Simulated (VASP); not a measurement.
Here is a VASP 6.6.1 calculation.

File INCAR:

```
  PREC = Accurate
  ENCUT = 520
  EDIFF = 1E-6
  ISMEAR = 0
  SIGMA = 0.1
  LREAL = False
  LASPH = True
  NELM = 60
  ALGO = Normal
  ISIF = 2
  LWAVE = False
  LCHARG = False
  GGA = PE
  NBANDS = 39
```

The input KPOINTS:

```
Automatic mesh
0
Gamma
  6 6 6
```

Contents of POSCAR:

```
TePb3Se2
1.0
   -2.2135152200      2.2135152200      9.3911497300
    2.2135152200     -2.2135152200      9.3911497300
    2.2135152200      2.2135152200     -9.3911497300
Te Pb Se
1 3 2
Direct
    0.5000000000      0.5000000000      0.0000000000
    0.0000000000      0.0000000000      0.0000000000
    0.6666666700      0.6666666700      0.0000000000
    0.3333333300      0.3333333300      0.0000000000
    0.1666666700      0.1666666700      0.0000000000
    0.8333333300      0.8333333300      0.0000000000
```

Potentials or basis: VASP PAW PBE potentials, release 64 (Te, Pb_d, Se).

The run is started by

```bash
$ cat potpaw_PBE.64/Te/POTCAR potpaw_PBE.64/Pb_d/POTCAR potpaw_PBE.64/Se/POTCAR > POTCAR
$ mpirun -np 1 vasp_std > vasp.out
```

Q: Estimate the band gap on the k mesh.

A: 0.42 eV.

Q: Predict the largest force.

A: 0.406 eV/Å.

Q: Predict the pressure.

A: 1.9 GPa.

Forces in eV/Å, atoms in the order of the input:
```
Te   0.000  0.000  0.000
Pb   0.000  0.000  0.000
Pb   0.000  0.000  0.406
Pb   0.000  0.000 -0.406
Se   0.000  0.000 -0.062
Se   0.000  0.000  0.062
```

Caveat: spin-orbit coupling is left out, which moves the levels of the heavy elements. A k mesh can miss the band edges.
